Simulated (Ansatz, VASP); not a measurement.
**Two plane-wave programs on HfBe2Si2**

```
Hf Be Si
1.0
     0.00000    2.57370    5.06652
     2.57337    0.00000    5.06652
     2.57337    2.57370    0.00000
Hf Be Si
1 2 2
Direct
  0.50000 0.50000 0.50000
  0.25000 0.25000 0.25000
  0.75000 0.75000 0.75000
  0.11569 0.11569 0.88431
  0.88431 0.88431 0.11569
```

Change from the starting cell: species swapped into the KCu2Se2 type (Fmmm, No. 69).

Alike in both runs: functional PBE; k mesh 6 × 6 × 6; occupations gaussian, width 0.1 eV; no spin polarisation.

Ansatz relaxed the structure, and its values are those at the end. VASP's run is a single point on that final structure, the one shown.

```csv
,VASP,Ansatz
version,VASP 6.6.1,Ansatz 0.2.0
potentials or method,"VASP PAW PBE potentials, release 64 (Hf_pv, Be, Si), cutoff 520 eV","scalar-relativistic, plane waves, PAW"
valence electrons in the cell,22,38
```

```csv
,VASP,Ansatz,Ansatz less VASP
gap on the k mesh at the Fermi level (eV),none,none,-
pressure (GPa),0.0,0.2,+0.19
rms of the force components (eV/Å),0.007,0.000,-0.0071
```

A gap of «none» marks a metal or a gap that the smearing closes. With one functional, cell and mesh, what is left measures potentials, basis and numerics. VASP's potentials hold 22 valence electrons a cell and Ansatz's 38, so a difference there can come from the potentials and not from the codes.

Spin-orbit coupling is off throughout.
